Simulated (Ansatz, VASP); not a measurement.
Two plane-wave programs on B2F

```
B F
1.0
     2.56907    0.00000    0.00000
    -1.28453    2.22488    0.00000
     0.00000    0.00000    4.90851
B F
2 1
Direct
  0.00000 0.00000 0.74406
  0.00000 0.00000 0.25594
  0.00000 0.00000 0.00000
```

Alike in both runs: task single point; functional PBE; k mesh 6 × 6 × 4; occupations gaussian, width 0.1 eV; collinear spin.

```csv
,VASP,Ansatz
version,VASP 6.6.1,Ansatz 0.2.0
potentials or method,"VASP PAW PBE potentials, release 64 (B, F), cutoff 520 eV","scalar-relativistic, plane waves, PAW"
valence electrons in the cell,13,13
```

```csv
,VASP,Ansatz,Ansatz less VASP
gap on the k mesh at the Fermi level (eV),none,none,-
pressure (GPa),26.0,26.1,+0.10
"traceless stress, the component that is largest in VASP (GPa)",102.01,101.83,-0.178
rms of the force components (eV/Å),5.226,5.207,-0.0193
net moment per atom (μB),0.00,0.00,0.000
```

Atom by atom the forces differ by 0.019 eV/Å (rms over components). A gap of «none» marks a metal or a gap that the smearing closes. The functional is the same, so the differences come from potentials, cutoffs and numerics. Ansatz's warnings: seeded moment not kept.

The k mesh is coarse, so the values compare programs but aren't converged.
